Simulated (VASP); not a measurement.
# TaRu (Pm-3m) in VASP: single point with LDA

Aim: the single point of TaRu with LDA.

Everything below comes from runs of VASP 6.6.1. Logs are shortened: lines on timing, memory, paths and dates and some standing lists are left out, and cuts for length are marked.

## Step 1: The cell of the first run

Symmetry: Pm-3m, No. 221, cubic system. Conventional cell: a = 3.069 Å, b = 3.069 Å, c = 3.069 Å, α = 90.00°, β = 90.00°, γ = 90.00°. Within 3.5 Å of Ta (site symmetry m-3m) lie 8 Ru at 2.66 Å and 6 Ta at 3.07 Å. Within 3.5 Å of Ru (site symmetry m-3m) lie 8 Ta at 2.66 Å and 6 Ru at 3.07 Å.

## Step 2: Single point, LDA

INCAR

```
PREC = Accurate
ENCUT = 600
EDIFF = 1E-6
ISMEAR = -1
SIGMA = 0.05
LREAL = False
LASPH = True
NELM = 120
ALGO = Normal
ISIF = 2
LWAVE = False
LCHARG = False
NBANDS = 22
GGA_COMPAT = False
```

KPOINTS

```
Automatic mesh
0
Gamma
  11 11 11
```

POSCAR

```
TaRu
1.0
    3.0691382063      0.0000000000      0.0000000000
    0.0000000000      3.0691382063      0.0000000000
    0.0000000000      0.0000000000      3.0691382063
Ta Ru
1 1
Direct
    0.5000000000      0.5000000000      0.5000000000
    0.0000000000      0.0000000000      0.0000000000
```

Potentials or basis: VASP PAW LDA potentials, release 64 (Ta_sv_GW, Ru_sv).

On the command line:

```console
cat potpaw_LDA.64/Ta_sv_GW/POTCAR potpaw_LDA.64/Ru_sv/POTCAR > POTCAR
mpirun -np 1 vasp_std > vasp.out
```

OUTCAR:

```text
PREC = Accurate
   ENCUT = 600
   EDIFF = 1E-6
   ISMEAR = -1
   LREAL = False
   LASPH = True
   NELM = 120
   ISIF = 2

 ion  position               nearest neighbor table
   1  0.500  0.500  0.500-   2 2.66   2 2.66   2 2.66   2 2.66   2 2.66   2 2.66   2 2.66   2 2.66

   2  0.000  0.000  0.000-   1 2.66   1 2.66   1 2.66   1 2.66   1 2.66   1 2.66   1 2.66   1 2.66

  LATTYP: Found a simple cubic cell.
 ALAT       =     3.0691382063

  Lattice vectors:

 A1 = (   3.0691382063,   0.0000000000,   0.0000000000)
 A2 = (   0.0000000000,   3.0691382063,   0.0000000000)
 A3 = (   0.0000000000,   0.0000000000,   3.0691382063)

Analysis of symmetry for initial positions (statically):
=====================================================================
 Subroutine PRICEL returns:
 Original cell was already a primitive cell.

 Routine SETGRP: Setting up the symmetry group for a
 simple cubic supercell.

 Subroutine GETGRP returns: Found 48 space group operations
 (whereof 48 operations were pure point group operations)
 out of a pool of 48 trial point group operations.

The static configuration has the point symmetry O_h .

Analysis of symmetry for dynamics (positions and initial velocities):
=====================================================================
 Subroutine PRICEL returns:
 Original cell was already a primitive cell.

 Routine SETGRP: Setting up the symmetry group for a
 simple cubic supercell.

 Subroutine GETGRP returns: Found 48 space group operations
 (whereof 48 operations were pure point group operations)
 out of a pool of 48 trial point group operations.

The dynamic configuration has the point symmetry O_h .

 Subroutine INISYM returns: Found 48 space group operations
 (whereof 48 operations are pure point group operations),
 and found     1 'primitive' translations

----------------------------------------------------------------------------------------

                                     Primitive cell

  volume of cell :      28.9101

  direct lattice vectors                    reciprocal lattice vectors
     3.069138206  0.000000000  0.000000000     0.325824363  0.000000000  0.000000000
     0.000000000  3.069138206  0.000000000     0.000000000  0.325824363  0.000000000
     0.000000000  0.000000000  3.069138206     0.000000000  0.000000000  0.325824363

  length of vectors
     3.069138206  3.069138206  3.069138206     0.325824363  0.325824363  0.325824363

  position of ions in fractional coordinates (direct lattice)
     0.500000000  0.500000000  0.500000000
     0.000000000  0.000000000  0.000000000

  ion indices of the primitive-cell ions
   primitive index   ion index
                 1           1
                 2           2

----------------------------------------------------------------------------------------

 KPOINTS: Automatic mesh

Automatic generation of k-mesh.
 Grid dimensions read from file:
 generate k-points for:   11   11   11

 Generating k-lattice:

  Cartesian coordinates                     Fractional coordinates (reciprocal lattice)
     0.029620397  0.000000000  0.000000000     0.090909091  0.000000000  0.000000000
     0.000000000  0.029620397  0.000000000     0.000000000  0.090909091  0.000000000
     0.000000000  0.000000000  0.029620397     0.000000000  0.000000000  0.090909091

  Length of vectors
     0.029620397  0.029620397  0.029620397

  Shift w.r.t. Gamma in fractional coordinates (k-lattice)
     0.000000000  0.000000000  0.000000000

 Subroutine IBZKPT returns following result:
 ===========================================

 Found     56 irreducible k-points:

 Following reciprocal coordinates:
            Coordinates               Weight
  0.000000  0.000000  0.000000      1.000000
  0.090909  0.000000  0.000000      6.000000
  0.181818  0.000000  0.000000      6.000000
  0.272727  0.000000  0.000000      6.000000
  0.363636  0.000000  0.000000      6.000000
  0.454545  0.000000  0.000000      6.000000
[... 16 lines left out ...]
  0.181818  0.090909  0.090909     24.000000
  0.272727  0.090909  0.090909     24.000000
 [... further k-points ...]
   k-points           NKPTS =     56   k-points in BZ     NKDIM =     56   number of bands    NBANDS=     22
   number of dos      NEDOS =    301   number of ions     NIONS =      2
   total plane-waves  NPLWV =  21952
   dimension x,y,z NGX =    28 NGY =   28 NGZ =   28
   dimension x,y,z NGXF=    56 NGYF=   56 NGZF=   56
   ions per type =               1   1
   NGX,Y,Z   is equivalent  to a cutoff of  15.17, 15.17, 15.17 a.u.
   NGXF,Y,Z  is equivalent  to a cutoff of  30.33, 30.33, 30.33 a.u.
 SYSTEM =  unknown system
   PREC   = accura    normal or accurate (medium, high low for compatibility)
   ISTART =      0    job   : 0-new  1-cont  2-samecut
   ICHARG =      2    charge: 1-file 2-atom 10-const
   ISPIN  =      1    spin polarized calculation?
   LNONCOLLINEAR =      F non collinear calculations
   LSORBIT =      F    spin-orbit coupling
   LASPH  =      T    aspherical Exc in radial PAW
   ENCUT  =  600.0 eV  44.10 Ry    6.64 a.u.   6.13  6.13  6.13*2*pi/ulx,y,z
   NELM   =    120;   NELMIN=  2; NELMDL= -5     # of ELM steps
   EDIFF  = 0.1E-05   stopping-criterion for ELM
   LREAL  =      F    real-space projection
   EDIFFG = 0.1E-04   stopping-criterion for IOM
   NSW    =      0    number of steps for IOM
   IBRION =     -1    ionic relax: 0-MD 1-quasi-New 2-CG
   NFREE  =      0    steps in history (QN), initial steepest desc. (CG)
   ISIF   =      2    stress and relaxation
   ISYM   =      2    0-nonsym 1-usesym 2-fastsym
   POTIM  = 0.5000    time-step for ionic-motion
   TEBEG  =    0.0;   TEEND  =   0.0 temperature during run
   PSTRESS=    0.0 pullay stress
   NELECT =      29.0000    total number of electrons
   NUPDOWN=      -1.0000    fix difference up-down
   EMIN   =  10.00;   EMAX   =-10.00  energy-range for DOS
   EFERMI =   0.00;   METHOD = LEGACY
   ISMEAR =    -1;   SIGMA  =   0.05  broadening in eV -4-tet -1-fermi 0-gaus
   EFERMI_NEDOS =   21; number of points for ismear=-14 and -15
   IALGO  =     38    algorithm
   IMIX   =      4    mixing-type and parameters
     AMIX     =   0.40;   BMIX     =  1.00
     AMIX_MAG =   1.60;   BMIX_MAG =  1.00
  volume/ion in A,a.u.               =      14.46        97.55
  Fermi-wavevector in a.u.,A,eV,Ry     =   1.638794  3.096872 36.540432  2.685646
  Thomas-Fermi vector in A             =   2.729707
   LORBIT       =      0    0 simple, 1 ext, 2 COOP (PROOUT), +10 PAW based schemes
   GGA     = CA    functional components
   LHFCALC =     F    Hartree Fock is set to
   AEXX    =    0.0000 exact exchange contribution
   IVDW    =     0    specifies the selected vdW correction
   LEPSILON=     F    determine dielectric tensor
   LRPA    =     F    only Hartree local field effects (RPA)
 non-spin polarized calculation
  energy-cutoff  :      600.00
  volume of cell :       28.91
 maximum number of plane-waves:       979
 NGX is ok and might be reduce to    28
   NGX = 13   NGY = 13   NGZ = 13

 number of electron      28.9999998 magnetization

 Free energy of the ion-electron system (eV)
  ---------------------------------------------------
  ext. energy  EPLUGINS =         0.00000000
  ---------------------------------------------------
  free energy    TOTEN  =       -26.44768880 eV

  energy without entropy =      -26.42568759  energy(sigma->0) =      -26.43668820

 E-fermi :  14.7790     XC(G=0): -14.3399

 val. band max:       14.7414641472   @ k =   0.4545   0.3636   0.3636
 cond. band min:      14.7900086373   @ k =   0.3636   0.2727   0.0909
 fundamental gap:      0.0485444902
 Fermi energy:        14.7790154526

 k-point     1 :       0.0000    0.0000    0.0000
  band No.  band energies     occupation
      1     -58.2094      2.00000
      2     -53.3519      2.00000
      3     -28.4288      2.00000
      4     -28.4288      2.00000
      5     -28.4288      2.00000
      6     -19.8904      2.00000
[... 14 lines left out ...]
     21      23.5311      0.00000
     22      23.5311      0.00000

 k-point     2 :       0.0909    0.0000    0.0000
  band No.  band energies     occupation
      1     -58.2081      2.00000
      2     -53.3510      2.00000
      3     -28.4398      2.00000
      4     -28.4264      2.00000
      5     -28.4264      2.00000
      6     -19.9314      2.00000
[... 14 lines left out ...]
     21      24.4452      0.00000
     22      24.4452      0.00000

 k-point     3 :       0.1818    0.0000    0.0000
  band No.  band energies     occupation
      1     -58.2045      2.00000
      2     -53.3483      2.00000
      3     -28.4692      2.00000
      4     -28.4198      2.00000
      5     -28.4198      2.00000
      6     -20.0403      2.00000
[... 14 lines left out ...]
     21      26.3335      0.00000
     22      26.3335      0.00000

 k-point     4 :       0.2727    0.0000    0.0000
  band No.  band energies     occupation
      1     -58.1997      2.00000
      2     -53.3448      2.00000
      3     -28.5073      2.00000
      4     -28.4112      2.00000
      5     -28.4112      2.00000
      6     -20.1801      2.00000
[... 14 lines left out ...]
     21      28.5162      0.00000
     22      28.5162      0.00000

 k-point     5 :       0.3636    0.0000    0.0000
  band No.  band energies     occupation
      1     -58.1954      2.00000
      2     -53.3416      2.00000
      3     -28.5422      2.00000
      4     -28.4032      2.00000
      5     -28.4032      2.00000
      6     -20.3060      2.00000
[... 417 lines left out ...]
 k-point    22 :       0.0909    0.0909    0.0909
  band No.  band energies     occupation
      1     -58.2055      2.00000
      2     -53.3488      2.00000
      3     -28.4395      2.00000
      4     -28.4395      2.00000
      5     -28.4282      2.00000
      6     -19.9497      2.00000
[... 14 lines left out ...]
     21      24.3448      0.00000
     22      24.6681      0.00000

 k-point    23 :       0.1818    0.0909    0.0909
  band No.  band energies     occupation
      1     -58.2021      2.00000
      2     -53.3458      2.00000
      3     -28.4690      2.00000
      4     -28.4325      2.00000
      5     -28.4261      2.00000
      6     -20.0393      2.00000
[... 14 lines left out ...]
     21      25.7190      0.00000
     22      26.2052      0.00000

 k-point    24 :       0.2727    0.0909    0.0909
  band No.  band energies     occupation
      1     -58.1975      2.00000
      2     -53.3418      2.00000
      3     -28.5088      2.00000
      4     -28.4234      2.00000
      5     -28.4217      2.00000
      6     -20.1703      2.00000
[... 14 lines left out ...]
     21      27.2003      0.00000
     22      28.2854      0.00000

 [... further k-points ...]
[... 5 lines left out ...]
  --------------------------------------------------------------------------------------
  -------------------------------------------------------------------------------------
  Total        2.8222000      2.8222000      2.8222000      0.0000000      0.0000000      0.0000000
  in kB      156.4044260    156.4044260    156.4044260      0.0000000      0.0000000      0.0000000
  external PRESSURE =     156.4044260 kB  Pullay stress =       0.0000000 kB

 VOLUME and BASIS-vectors are now :
 -----------------------------------------------------------------------------
  energy-cutoff  :      600.00
  volume of cell :       28.91
      direct lattice vectors                 reciprocal lattice vectors
     3.069138206  0.000000000  0.000000000     0.325824363  0.000000000  0.000000000
     0.000000000  3.069138206  0.000000000     0.000000000  0.325824363  0.000000000
     0.000000000  0.000000000  3.069138206     0.000000000  0.000000000  0.325824363

 POSITION                                       TOTAL-FORCE (eV/Angst)
 -----------------------------------------------------------------------------------
      1.53457      1.53457      1.53457         0.000000      0.000000      0.000000
      0.00000      0.00000      0.00000         0.000000      0.000000      0.000000
 -----------------------------------------------------------------------------------
    total drift:                               -0.000000      0.000000      0.000000

  FREE ENERGIE OF THE ION-ELECTRON SYSTEM (eV)
  ---------------------------------------------------
  free  energy   TOTEN  =       -26.4476888016 eV

  energy  without entropy=      -26.4256875885  energy(sigma->0) =      -26.43668820
```

Run time: 39 s. Hardware: 1 thread of Intel Xeon 6975P-C (Granite Rapids), shared host; peak memory 0.18 GiB.

Results:

| Item | Value |
| --- | --- |
| Free energy | -26.4477 eV |
| Pressure | 15.6 GPa |

Levels at points of the mesh, in eV from the Fermi level:
| k point | band 10 | band 11 | band 12 | band 13 | band 14 | band 15 | band 16 | band 17 | band 18 | band 19 |
| --- | --- | --- | --- | --- | --- | --- | --- | --- | --- | --- |
| (0.00, 0.00, 0.00) | -6.81 | -6.81 | -2.74 | -2.74 | -2.74 | 1.05 | 1.05 | 4.60 | 4.60 | 4.60 |

Caveat: spin-orbit coupling is left out, which moves the levels of the heavy elements.
